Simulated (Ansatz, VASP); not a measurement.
# Se: VASP beside Ansatz

Contents of POSCAR:

```
Se
1.0
    4.0663877714      0.0000000000      0.0000000000
   -2.0331938857      3.5215951117      0.0000000000
    0.0000000000      0.0000000000      5.1281022030
Se
3
Direct
    0.2474441096      0.0000000000      0.1666666667
    0.0000000000      0.2474441096      0.8333333333
    0.7525558904      0.7525558904      0.5000000000
```

The input INCAR.step1:

```
ALGO = Normal
EDIFF = 1E-4
ENCUT = 520
GGA = PE
ISMEAR = 0
LASPH = T
LCHARG = F
LREAL = F
LWAVE = T
NBANDS = 16
NELM = 80
PREC = Accurate
SIGMA = 0.02
```

The input INCAR.step2:

```
ALGO = Normal
EDIFF = 1E-6
ENCUT = 520
ISIF = 2
ISMEAR = 0
ISTART = 1
LASPH = T
LCHARG = T
LELF = T
LMIXTAU = T
LREAL = F
LVHAR = T
LWAVE = F
METAGGA = R2SCAN
NBANDS = 16
NELM = 80
PREC = Accurate
SIGMA = 0.02
```

File KPOINTS:

```
k-points
0
Gamma
  12 12 8
```

Input for Ansatz:

```yaml
crystal:
  lattice:
    - [4.0663877714, 0.0, 0.0]
    - [-2.0331938857, 3.5215951117, 0.0]
    - [0.0, 0.0, 5.128102203]
  atoms:
    - { symbol: Se, position: [0.2474441096, 0.0, 0.1666666667] }
    - { symbol: Se, position: [0.0, 0.2474441096, 0.8333333333] }
    - { symbol: Se, position: [0.7525558904, 0.7525558904, 0.5] }
basis:
  ecutwfc: 500
kpoints:
  mp_grid: { grid: [12, 12, 8] }
  band_path:
    path:
      - [[0.0, 0.0, 0.0], [0.5, 0.0, 0.0], [0.33333333, 0.33333333, 0.0], [0.0, 0.0, 0.0], [0.0, 0.0, 0.5], [0.5, 0.0, 0.5], [0.33333333, 0.33333333, 0.5], [0.0, 0.0, 0.5]]
      - [[0.5, 0.0, 0.5], [0.5, 0.0, 0.0]]
      - [[0.33333333, 0.33333333, 0.5], [0.33333333, 0.33333333, 0.0]]
    npoints: 14
hamiltonian:
  xc: r2scan
scf:
  occupations: { method: gaussian, width: 0.02 }
  n_extra_bands: 7
output:
  forces: true
  stress: true
  eigenvalues: true
  populations: true
  dos: { projected: true, de: 0.02, nscf_kmesh: { grid: [18, 18, 12] } }
  bader: true
  write_density: true
  write_potential: true
  elf: true
  volumetric_format: npy
```

Alike in both runs: task single point; functional r2SCAN; k mesh 12 × 12 × 8; occupations gaussian, width 0.02 eV; no spin polarisation.

|  | VASP | Ansatz |
| --- | --- | --- |
| version | VASP 6.6.1 | Ansatz 0.2.0 |
| potentials or method | VASP PAW PBE potentials, release 64 (Se), cutoff 520 eV | scalar-relativistic, plane waves, PAW |
| valence electrons in the cell | 18 | 48 |

```csv
,VASP,Ansatz,Ansatz less VASP
gap on the k mesh at the Fermi level (eV),0.71,0.72,+0.009
least direct gap on the mesh (eV),0.75,0.76,+0.010
pressure (GPa),1.2,1.2,+0.04
"traceless stress, the component that is largest in VASP (GPa)",-0.68,-0.68,+0.009
rms of the force components (eV/Å),0.210,0.214,+0.0036
```

VASP's potentials were made for PBE, not for r2SCAN. Atom by atom the forces differ by 0.004 eV/Å (rms over components). With one functional, cell and mesh, what is left measures potentials, basis and numerics. VASP's potentials hold 18 valence electrons a cell and Ansatz's 48, so a difference there can come from the potentials and not from the codes.
